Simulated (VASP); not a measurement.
# AlN (P2_1) in VASP: further runs

The runs below take AlN through single point, with LDA.

All numbers are computed with VASP 6.6.1; they aren't measurements. Logs are shortened: lines on timing, memory, paths and dates and some standing lists are left out, and cuts for length are marked.

## Step 1: The cell of the first run

It takes space group P2_1 (No. 4, monoclinic). Conventional cell: a = 3.011 Å, b = 4.820 Å, c = 3.011 Å, α = 90.00°, β = 120.00°, γ = 90.00°. Within 2.4 Å of Al (site symmetry 1) lie 4 N at 1.82 to 1.85 Å. Within 2.4 Å of N (site symmetry 1) lie 4 Al at 1.82 to 1.85 Å.

## Step 2: Single point, LDA

Input file INCAR:

```
PREC     = Accurate       # precision mode
ENCUT    = 520            # plane-wave cutoff, eV
EDIFF    = 1E-6           # SCF threshold, eV
ISMEAR   = 0              # smearing method
SIGMA    = 0.05           # smearing width, eV
LREAL    = F              # projectors in reciprocal space
LASPH    = T              # aspherical terms in the spheres
NELM     = 60             # most SCF steps
ALGO     = Normal         # electronic algorithm
ISIF     = 2              # what is computed and relaxed
LWAVE    = F              # write WAVECAR
LCHARG   = F              # write CHGCAR
NBANDS   = 16             # bands
```

Input file KPOINTS:

```
Automatic mesh
0
Gamma
  9 9 6
```

Input file POSCAR:

```
AlN
1.0
    3.0113999106      0.0000000000      0.0000000000
   -1.5056999553      2.6079488235      0.0000000000
    0.0000000000      0.0000000000      4.8199946833
Al N
2 2
Direct
    0.3054891404      0.6666666667      0.0015210182
    0.6945108596      0.3333333333      0.5015210182
    0.3581834940      0.6666666667      0.3834789818
    0.6418165060      0.3333333333      0.8834789818
```

Potentials or basis: VASP PAW LDA potentials, release 64 (Al, N).

Command:

```sh
$ cat potpaw_LDA.64/Al/POTCAR potpaw_LDA.64/N/POTCAR > POTCAR
$ mpirun -np 1 vasp_std > vasp.out
```

OUTCAR:

```text
PREC = Accurate
   ENCUT = 520
   EDIFF = 1E-6
   ISMEAR = 0
   LREAL = F
   LASPH = T
   NELM = 60
   ISIF = 2

 ion  position               nearest neighbor table
   1  0.305  0.667  0.002-   4 1.82   4 1.83   4 1.84   3 1.85   2 2.89   2 2.89   2 2.98   2 2.98
                             2 3.06   2 3.06
   2  0.695  0.333  0.502-   3 1.82   3 1.83   3 1.84   4 1.85   1 2.89   1 2.89   1 2.98   1 2.98
                             1 3.06   1 3.06
   3  0.358  0.667  0.383-   2 1.82   2 1.83   2 1.84   1 1.85
   4  0.642  0.333  0.883-   1 1.82   1 1.83   1 1.84   2 1.85

  LATTYP: Found a hexagonal cell.
 ALAT       =     3.0113999106
 C/A-ratio  =     1.6005827278

  Lattice vectors:

 A1 = (   3.0113999106,   0.0000000000,   0.0000000000)
 A2 = (  -1.5056999553,   2.6079488235,   0.0000000000)
 A3 = (   0.0000000000,   0.0000000000,   4.8199946833)

Analysis of symmetry for initial positions (statically):
=====================================================================
 Subroutine PRICEL returns:
 Original cell was already a primitive cell.

 Routine SETGRP: Setting up the symmetry group for a
 hexagonal supercell.

 Subroutine GETGRP returns: Found  2 space group operations
 (whereof  1 operations were pure point group operations)
 out of a pool of 24 trial point group operations.

The static configuration has the point symmetry C_1 .
 The point group associated with its full space group is C_2 .

Analysis of symmetry for dynamics (positions and initial velocities):
=====================================================================
 Subroutine PRICEL returns:
 Original cell was already a primitive cell.

 Routine SETGRP: Setting up the symmetry group for a
 hexagonal supercell.

 Subroutine GETGRP returns: Found  2 space group operations
 (whereof  1 operations were pure point group operations)
 out of a pool of 24 trial point group operations.

The dynamic configuration has the point symmetry C_1 .
 The point group associated with its full space group is C_2 .

 Subroutine INISYM returns: Found  2 space group operations
 (whereof  1 operations are pure point group operations),
 and found     1 'primitive' translations

----------------------------------------------------------------------------------------

                                     Primitive cell

  volume of cell :      37.8542

  direct lattice vectors                    reciprocal lattice vectors
     3.011399911  0.000000000  0.000000000     0.332071472  0.191721554  0.000000000
    -1.505699955  2.607948824  0.000000000     0.000000000  0.383443107  0.000000000
     0.000000000  0.000000000  4.819994683     0.000000000  0.000000000  0.207469109

  length of vectors
     3.011399911  3.011399911  4.819994683     0.383443107  0.383443107  0.207469109

  position of ions in fractional coordinates (direct lattice)
     0.305489140  0.666666667  0.001521018
     0.694510860  0.333333333  0.501521018
     0.358183494  0.666666667  0.383478982
     0.641816506  0.333333333  0.883478982

  ion indices of the primitive-cell ions
   primitive index   ion index
                 1           1
                 2           2
                 3           3
                 4           4

----------------------------------------------------------------------------------------

 KPOINTS: Automatic mesh

Automatic generation of k-mesh.
 Grid dimensions read from file:
 generate k-points for:    9    9    6

 Generating k-lattice:

  Cartesian coordinates                     Fractional coordinates (reciprocal lattice)
     0.036896830  0.021302395  0.000000000     0.111111111  0.000000000  0.000000000
     0.000000000  0.042604790  0.000000000     0.000000000  0.111111111  0.000000000
     0.000000000  0.000000000  0.034578185     0.000000000  0.000000000  0.166666667

  Length of vectors
     0.042604790  0.042604790  0.034578185

  Shift w.r.t. Gamma in fractional coordinates (k-lattice)
     0.000000000  0.000000000  0.000000000

 Subroutine IBZKPT returns following result:
 ===========================================

 Found    164 irreducible k-points:

 Following reciprocal coordinates:
            Coordinates               Weight
  0.000000  0.000000  0.000000      1.000000
  0.111111  0.000000  0.000000      2.000000
  0.000000  0.111111  0.000000      2.000000
 -0.111111  0.111111  0.000000      2.000000
  0.222222  0.000000  0.000000      2.000000
  0.000000  0.222222  0.000000      2.000000
[... 16 lines left out ...]
  0.333333  0.111111  0.000000      2.000000
 -0.111111  0.444444  0.000000      2.000000
 [... further k-points ...]
   k-points           NKPTS =    164   k-points in BZ     NKDIM =    164   number of bands    NBANDS=     16
   number of dos      NEDOS =    301   number of ions     NIONS =      4
   total plane-waves  NPLWV =  20736
   dimension x,y,z NGX =    24 NGY =   24 NGZ =   36
   dimension x,y,z NGXF=    48 NGYF=   48 NGZF=   72
   ions per type =               2   2
   NGX,Y,Z   is equivalent  to a cutoff of  13.25, 13.25, 12.42 a.u.
   NGXF,Y,Z  is equivalent  to a cutoff of  26.50, 26.50, 24.83 a.u.
 SYSTEM =  unknown system
   PREC   = accura    normal or accurate (medium, high low for compatibility)
   ISTART =      0    job   : 0-new  1-cont  2-samecut
   ICHARG =      2    charge: 1-file 2-atom 10-const
   ISPIN  =      1    spin polarized calculation?
   LNONCOLLINEAR =      F non collinear calculations
   LSORBIT =      F    spin-orbit coupling
   LASPH  =      T    aspherical Exc in radial PAW
   ENCUT  =  520.0 eV  38.22 Ry    6.18 a.u.   5.60  5.60  8.96*2*pi/ulx,y,z
   NELM   =     60;   NELMIN=  2; NELMDL= -5     # of ELM steps
   EDIFF  = 0.1E-05   stopping-criterion for ELM
   LREAL  =      F    real-space projection
   EDIFFG = 0.1E-04   stopping-criterion for IOM
   NSW    =      0    number of steps for IOM
   IBRION =     -1    ionic relax: 0-MD 1-quasi-New 2-CG
   NFREE  =      0    steps in history (QN), initial steepest desc. (CG)
   ISIF   =      2    stress and relaxation
   ISYM   =      2    0-nonsym 1-usesym 2-fastsym
   POTIM  = 0.5000    time-step for ionic-motion
   TEBEG  =    0.0;   TEEND  =   0.0 temperature during run
   PSTRESS=    0.0 pullay stress
   NELECT =      16.0000    total number of electrons
   NUPDOWN=      -1.0000    fix difference up-down
   EMIN   =  10.00;   EMAX   =-10.00  energy-range for DOS
   EFERMI =   0.00;   METHOD = LEGACY
   ISMEAR =     0;   SIGMA  =   0.05  broadening in eV -4-tet -1-fermi 0-gaus
   EFERMI_NEDOS =   21; number of points for ismear=-14 and -15
   IALGO  =     38    algorithm
   IMIX   =      4    mixing-type and parameters
     AMIX     =   0.40;   BMIX     =  1.00
     AMIX_MAG =   1.60;   BMIX_MAG =  1.00
  volume/ion in A,a.u.               =       9.46        63.86
  Fermi-wavevector in a.u.,A,eV,Ry     =   1.228599  2.321715 20.537387  1.509455
  Thomas-Fermi vector in A             =   2.363518
   LORBIT       =      0    0 simple, 1 ext, 2 COOP (PROOUT), +10 PAW based schemes
   GGA     = CA    functional components
   LHFCALC =     F    Hartree Fock is set to
   AEXX    =    0.0000 exact exchange contribution
   IVDW    =     0    specifies the selected vdW correction
   LEPSILON=     F    determine dielectric tensor
   LRPA    =     F    only Hartree local field effects (RPA)
 non-spin polarized calculation
 Gauss-broadening in eV      SIGMA  =   0.05
  energy-cutoff  :      520.00
  volume of cell :       37.85
 maximum number of plane-waves:      1038
   NGX = 11   NGY = 11   NGZ = 17

 number of electron      15.9999998 magnetization

 Free energy of the ion-electron system (eV)
  ---------------------------------------------------
  ext. energy  EPLUGINS =         0.00000000
  ---------------------------------------------------
  free energy    TOTEN  =       -32.60703431 eV

  energy without entropy =      -32.60703431  energy(sigma->0) =      -32.60703431

 E-fermi :   7.1860     XC(G=0): -11.6837

 val. band max:        6.9421734818   @ k =   0.0000   0.0000   0.0000
 cond. band min:      11.7892212693   @ k =   0.3333   0.3333   0.0000
 fundamental gap:      4.8470477875
 Fermi energy:         7.1859974391

 k-point     1 :       0.0000    0.0000    0.0000
  band No.  band energies     occupation
      1      -8.7627      2.00000
      2      -6.2106      2.00000
      3       0.3812      2.00000
      4       5.9226      2.00000
      5       6.0219      2.00000
      6       6.4960      2.00000
[... 8 lines left out ...]
     15      20.7520      0.00000
     16      21.1899      0.00000

 k-point     2 :       0.1111    0.0000    0.0000
  band No.  band energies     occupation
      1      -8.5845      2.00000
      2      -6.1043      2.00000
      3       0.5816      2.00000
      4       5.2090      2.00000
      5       5.7372      2.00000
      6       5.9000      2.00000
[... 8 lines left out ...]
     15      20.6144      0.00000
     16      20.8595      0.00000

 k-point     3 :       0.0000    0.1111    0.0000
  band No.  band energies     occupation
      1      -8.5838      2.00000
      2      -6.1068      2.00000
      3       0.5836      2.00000
      4       5.2226      2.00000
      5       5.7528      2.00000
      6       5.9592      2.00000
[... 8 lines left out ...]
     15      20.4056      0.00000
     16      20.8254      0.00000

 k-point     4 :      -0.1111    0.1111    0.0000
  band No.  band energies     occupation
      1      -8.5830      2.00000
      2      -6.1088      2.00000
      3       0.5853      2.00000
      4       5.2113      2.00000
      5       5.7707      2.00000
      6       6.0440      2.00000
[... 8 lines left out ...]
     15      20.4552      0.00000
     16      20.7279      0.00000
[... 324 lines left out ...]
 k-point    22 :       0.3333   -0.1111    0.0000
  band No.  band energies     occupation
      1      -7.6067      2.00000
      2      -5.6408      2.00000
      3       1.7170      2.00000
      4       2.7437      2.00000
      5       3.6598      2.00000
      6       5.0199      2.00000
[... 8 lines left out ...]
     15      20.4444      0.00000
     16      21.4851      0.00000

 k-point    23 :       0.3333    0.1111    0.0000
  band No.  band energies     occupation
      1      -6.8597      2.00000
      2      -5.4552      2.00000
      3       1.4326      2.00000
      4       2.6368      2.00000
      5       2.9306      2.00000
      6       4.4111      2.00000
[... 8 lines left out ...]
     15      20.6451      0.00000
     16      22.6054      0.00000

 k-point    24 :      -0.1111    0.4444    0.0000
  band No.  band energies     occupation
      1      -6.8204      2.00000
      2      -5.5332      2.00000
      3       1.6155      2.00000
      4       2.7286      2.00000
      5       2.9087      2.00000
      6       4.3409      2.00000
[... 8 lines left out ...]
     15      20.0035      0.00000
     16      22.5471      0.00000

 [... further k-points ...]
[... 5 lines left out ...]
  --------------------------------------------------------------------------------------
  -------------------------------------------------------------------------------------
  Total        4.5448484      4.7356652      4.3433898     -0.0009804      0.0000000      0.0000000
  in kB      192.3605124    200.4368239    183.8337883     -0.0414938      0.0000000      0.0000000
  external PRESSURE =     192.2103749 kB  Pullay stress =       0.0000000 kB

 VOLUME and BASIS-vectors are now :
 -----------------------------------------------------------------------------
  energy-cutoff  :      520.00
  volume of cell :       37.85
      direct lattice vectors                 reciprocal lattice vectors
     3.011399911  0.000000000  0.000000000     0.332071472  0.191721554  0.000000000
    -1.505699955  2.607948824  0.000000000     0.000000000  0.383443107  0.000000000
     0.000000000  0.000000000  4.819994683     0.000000000  0.000000000  0.207469109

 POSITION                                       TOTAL-FORCE (eV/Angst)
 -----------------------------------------------------------------------------------
     -0.08385      1.73863      0.00733         0.498771      0.039533      0.040846
      1.58955      0.86932      2.41733        -0.498771     -0.039533      0.040846
      0.07483      1.73863      1.84837        -0.173386      0.017534     -0.040846
      1.43087      0.86932      4.25836         0.173386     -0.017534     -0.040846
 -----------------------------------------------------------------------------------
    total drift:                                0.000000      0.000000      0.000982

  FREE ENERGIE OF THE ION-ELECTRON SYSTEM (eV)
  ---------------------------------------------------
  free  energy   TOTEN  =       -32.6070343129 eV

  energy  without entropy=      -32.6070343129  energy(sigma->0) =      -32.60703431
```

It took 25 s on 1 thread of Intel Xeon 6975P-C (Granite Rapids), shared host; peak memory 0.19 GiB.

Results:

* Free energy: -32.6070 eV
* Pressure: 19.2 GPa
* Largest force: 0.502 eV/Å
* Band gap on the k mesh: 4.85 eV, indirect (least direct gap 5.03 eV)

Forces on the atoms (eV/Å):
```
Al   0.499  0.040  0.041
Al  -0.499 -0.040  0.041
N   -0.173  0.018 -0.041
N    0.173 -0.018 -0.041
```

Stress tensor (GPa, compression positive):
```
19.24  0.00  0.00
 0.00 20.04  0.00
 0.00  0.00 18.38
```

Levels at points of the mesh, in eV from the valence-band top:
```tsv
k point	band 6	band 7	band 8	band 9	band 10	band 11
(0.00, 0.00, 0.00)	-0.45	-0.16	0.00	5.03	7.34	11.13
(0.00, 0.00, 0.50)	-0.68	-0.61	-0.61	7.19	7.19	10.86
```

A k mesh can miss the band edges. A hybrid or GW would open this gap; LDA tends to underestimate it.

## Step 3: Single point, LDA

This run uses another cell than the first one, of 9.71 Å³/atom, 1.026 times its volume.

Input file INCAR:

```
ALGO     = Normal         # electronic algorithm
EDIFF    = 1E-6           # SCF threshold, eV
ENCUT    = 520            # plane-wave cutoff, eV
GGA      = CA             # functional
ISIF     = 2              # what is computed and relaxed
ISMEAR   = 0              # smearing method
LASPH    = True           # aspherical terms in the spheres
LCHARG   = False          # write CHGCAR
LREAL    = False          # projectors in reciprocal space
LWAVE    = False          # write WAVECAR
NBANDS   = 16             # bands
NELM     = 80             # most SCF steps
PREC     = Accurate       # precision mode
SIGMA    = 0.05           # smearing width, eV
```

Input file KPOINTS:

```
k-points
0
Gamma
  9 9 6
```

Input file POSCAR:

```
AlN
1.0
    3.0370354175      0.0000000000      0.0000000000
   -1.5185177088      2.6301498238      0.0000000000
    0.0000000000      0.0000000000      4.8610264329
Al N
2 2
Direct
    0.3054891404      0.6666666667      0.0015210182
    0.6945108596      0.3333333333      0.5015210182
    0.3581834940      0.6666666667      0.3834789818
    0.6418165060      0.3333333333      0.8834789818
```

Potentials or basis: VASP PAW LDA potentials, release 64 (Al, N).

Command:

```sh
$ cat potpaw_LDA.64/Al/POTCAR potpaw_LDA.64/N/POTCAR > POTCAR
$ mpirun -np 1 vasp_std > vasp.out
```

It took 27 s on 1 thread of Intel Xeon 6975P-C (Granite Rapids), shared host; peak memory 0.19 GiB.

Results (log left out):

```
Free energy            : -32.7033 eV
Pressure               : 12.3 GPa
Largest force          : 0.500 eV/Å
Band gap on the k mesh : 4.79 eV, direct
```

Forces on the atoms (eV/Å):
```
Al   0.496  0.038  0.045
Al  -0.496 -0.038  0.045
N   -0.192  0.017 -0.045
N    0.192 -0.017 -0.045
```

Stress tensor (GPa, compression positive):
```
12.15 -0.10  0.00
-0.10 12.94  0.00
 0.00  0.00 11.86
```

Levels at points of the mesh, in eV from the valence-band top:
| k point | band 5 | band 6 | band 7 | band 8 | band 9 | band 10 | band 11 | band 12 |
| --- | --- | --- | --- | --- | --- | --- | --- | --- |
| (0.00, 0.00, 0.00) | -0.91 | -0.43 | -0.16 | 0.00 | 4.79 | 7.11 | 10.91 | 11.10 |
| (0.00, 0.00, 0.50) | -0.67 | -0.67 | -0.59 | -0.59 | 6.96 | 6.96 | 10.65 | 10.65 |

(Part 1 of 2 ends here.)
